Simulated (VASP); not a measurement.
B, 3 atoms in the cell. It takes space group P6/mmm (No. 191, hexagonal). The conventional cell has a = 4.187 Å, b = 4.187 Å, c = 1.602 Å, α = 90.00°, β = 90.00°, γ = 120.00°. Within 2.1 Å of B (site symmetry 6/mmm) lie 2 B at 1.60 Å. Within 2.1 Å of B (site symmetry -6m2) lie 2 B at 1.60 Å. This isn't the form of B at room conditions, which is rhombohedral.

```yaml
Program: VASP 6.6.1
Task: single point
Functional: PBEsol
Potentials_or_basis: VASP PAW PBE potentials, release 64 (B)
Cutoff: 520 eV
k_mesh: 12 × 12 × 28
Occupations: gaussian, width 0.1 eV
Spin: no spin polarisation
Dipole_correction: no
Further_INCAR_settings: ALGO = Normal; EDIFF = 1e-06; NBANDS = 12
```

Potentials or basis: VASP PAW PBE potentials, release 64 (B).

Launch:

```bash
$ cat potpaw_PBE.64/B/POTCAR > POTCAR
$ mpirun -np 1 vasp_std > vasp.out
```

Hardware: 1 thread of Intel(R) Xeon(R) Platinum 8259CL CPU @ 2.50GHz (Skylake/Cascade Lake) (shared host).

Problem. Estimate the wall time of this run.

Solution. Run time: 34 s on 1 thread of Intel(R) Xeon(R) Platinum 8259CL CPU @ 2.50GHz (Skylake/Cascade Lake) (shared host), peak memory 0.18 GiB. Counts: scf iterations 10, k points 285.
